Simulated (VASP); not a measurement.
Write the native input for VASP 6.6.1 that does the following.

| Property | Result |
| --- | --- |
| Task | single point |
| Functional | LDA |
| Potentials or basis | VASP PAW LDA potentials, release 64 (Si) |
| Cutoff | 520 eV |
| k mesh | 12 × 12 × 12 |
| Occupations | gaussian, width 0.05 eV |
| Spin | no spin polarisation |
| Dipole correction | no |
| Further INCAR settings | ALGO = Normal; EDIFF = 1e-06; NBANDS = 11 |

The structure of Si lies in POSCAR:

```
Si
1.0
    0.0000000000      2.5929346428      2.7009735863
    2.5929346428      0.0000000000      2.7009735863
    2.5929346428      2.5929346428      0.0000000000
Si
2
Direct
    0.5000000000      0.5000000000      0.5000000000
    0.7500000000      0.7500000000      0.7500000000
```

One way to write it, as run:

INCAR

```
SYSTEM = Si
  ALGO = Normal
  EDIFF = 1E-6
  ENCUT = 520
  ISIF = 2
  ISMEAR = 0
  LASPH = .True.
  LCHARG = .True.
  LELF = .True.
  LREAL = .False.
  LVHAR = .True.
  LWAVE = .False.
  NBANDS = 11
  NELM = 80
  PREC = Accurate
  SIGMA = 0.05
```

KPOINTS

```
k-points
0
Gamma
  12 12 12
  0 0 0
```

Potentials or basis: VASP PAW LDA potentials, release 64 (Si).

Run with:

```bash
$ cat potpaw_LDA.64/Si/POTCAR > POTCAR
$ mpirun -np 1 vasp_std > vasp.out
```

Results of the run:

| Quantity | Value |
| --- | --- |
| Pressure | 9.4 GPa |
| Band gap on the k mesh | 0.06 eV, indirect (least direct gap 2.42 eV) |

Run time: 76 s on 1 thread of Intel(R) Xeon(R) Platinum 8259CL CPU @ 2.50GHz (Skylake/Cascade Lake) (shared host), peak memory 0.17 GiB.
